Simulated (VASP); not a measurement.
**Br: single point with PBEsol**

Crystal: Br.

```
Br
1.0
     3.24308    2.31960    0.00000
     3.24308   -2.31960    0.00000
     0.00000    0.00000   -8.60596
Br
4
Direct
  0.12370 0.87630 0.89750
  0.37630 0.62370 0.39750
  0.87630 0.12370 0.10250
  0.62370 0.37630 0.60250
```

* Program: VASP 6.6.1
* Task: single point
* Functional: PBEsol
* Potentials or basis: VASP PAW PBE potentials, release 64 (Br)
* Cutoff: 520 eV
* k mesh: 7 × 7 × 3
* Occupations: fermi-dirac, width 0.1 eV
* Spin: no spin polarisation
* Dipole correction: no
* Further INCAR settings: ALGO = Normal; EDIFF = 1e-06; NBANDS = 22

```
Pressure               : 7.6 GPa
Largest force          : 4.659 eV/Å
Band gap on the k mesh : 2.54 eV
```

Forces in eV/Å, atoms in the order of the input:
```
Br   0.000  2.506  3.927
Br   0.000 -2.506  3.927
Br   0.000 -2.506 -3.927
Br   0.000  2.506 -3.927
```

Stress tensor (GPa, compression positive):
```
 0.15  0.00  0.00
 0.00  6.49  0.00
 0.00  0.00 16.26
```

Levels at points of the mesh, in eV from the valence-band top:
```
           k point  band 11  band 12  band 13  band 14  band 15  band 16  band 17  band 18
(0.00, 0.00, 0.00)    -0.90    -0.43    -0.14     0.00     2.54     3.52     5.55     5.97
```

Run time: 79 s on 1 thread of Intel(R) Xeon(R) Platinum 8259CL CPU @ 2.50GHz (Skylake/Cascade Lake), on a shared host, peak memory 0.25 GiB.

Caveat: the stress differs along the axes, from 0 to 16 GPa; this functional lacks dispersion, which holds the molecules together, so the pressure and a relaxed volume are unreliable; the PAW data sets were made with another functional, which shifts forces and pressure a little. A k mesh can miss the band edges.
